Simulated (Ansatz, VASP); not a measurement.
**Al2Ru: VASP beside Ansatz**

File INCAR:

```
PREC     = Accurate       # precision mode
ENCUT    = 520            # plane-wave cutoff, eV
EDIFF    = 1E-6           # SCF threshold, eV
ISMEAR   = 0              # smearing method
SIGMA    = 0.03           # smearing width, eV
LREAL    = F              # projectors in reciprocal space
LASPH    = T              # aspherical terms in the spheres
NELM     = 80             # most SCF steps
ALGO     = Normal         # electronic algorithm
ISIF     = 2              # what is computed and relaxed
LWAVE    = F              # write WAVECAR
LCHARG   = F              # write CHGCAR
GGA      = CA             # functional
NBANDS   = 29             # bands
```

The input KPOINTS:

```
regular mesh
0
Gamma
  10 10 10
```

File POSCAR:

```
Al2Ru
1.0
    0.0000000000      3.9007387432      4.2883763160
    2.5929236113      0.0000000000      4.2883763160
    2.5929236113      3.9007387432      0.0000000000
Al Ru
4 2
Direct
    0.0788992938      0.4211007062      0.0788992938
    0.4211007062      0.0788992938      0.4211007062
    0.1711007062      0.8288992938      0.1711007062
    0.8288992938      0.1711007062      0.8288992938
    0.7500000000      0.7500000000      0.7500000000
    0.5000000000      0.5000000000      0.5000000000
```

Input for Ansatz:

```yaml
crystal:
  lattice:
    - [0.0, 3.9007387432, 4.288376316]
    - [2.5929236113, 0.0, 4.288376316]
    - [2.5929236113, 3.9007387432, 0.0]
  atoms:
    - { symbol: Al, position: [0.0788992938, 0.4211007062, 0.0788992938] }
    - { symbol: Al, position: [0.4211007062, 0.0788992938, 0.4211007062] }
    - { symbol: Al, position: [0.1711007062, 0.8288992938, 0.1711007062] }
    - { symbol: Al, position: [0.8288992938, 0.1711007062, 0.8288992938] }
    - { symbol: Ru, position: [0.75, 0.75, 0.75] }
    - { symbol: Ru, position: [0.5, 0.5, 0.5] }
basis:
  ecutwfc: 420
kpoints:
  mp_grid: { grid: [10, 10, 10] }
hamiltonian:
  xc: lda
  pseudopotentials: { kind: paw, azcp: { folder: soft_1 } }
scf:
  occupations: { method: gaussian, width: 0.03 }
output:
  forces: true
  stress: true
  eigenvalues: true
```

Change from the starting cell: volume 14.458 Å^3 an atom, stretch along a over the lengths across it, relative to the relaxed cell 1.1282.

Alike in both runs: task single point; functional LDA; k mesh 10 × 10 × 10; occupations gaussian, width 0.03 eV; no spin polarisation.

|  | VASP | Ansatz |
| --- | --- | --- |
| version | VASP 6.6.1 | Ansatz 0.2.0 |
| potentials or method | VASP PAW LDA potentials, release 64 (Al, Ru_pv), cutoff 520 eV | scalar-relativistic, plane waves, PAW |
| valence electrons in the cell | 40 | 44 |

```tsv
	VASP	Ansatz	Ansatz less VASP
gap on the k mesh at the Fermi level (eV)	0.30	0.31	+0.007
least direct gap on the mesh (eV)	1.03	1.03	0.000
pressure (GPa)	-10.4	-10.7	-0.33
traceless stress, the component that is largest in VASP (GPa)	-17.59	-17.54	+0.051
rms of the force components (eV/Å)	0.289	0.294	+0.0053
```

Ansatz warns that its potentials were made for another functional, while VASP's fit it. LDA's correlation is that of Perdew and Zunger in VASP and of Perdew and Wang (1992) in Ansatz. Atom by atom the forces differ by 0.005 eV/Å (rms over components). VASP's potentials hold 40 valence electrons a cell and Ansatz's 44, so a difference there can come from the potentials and not from the codes.
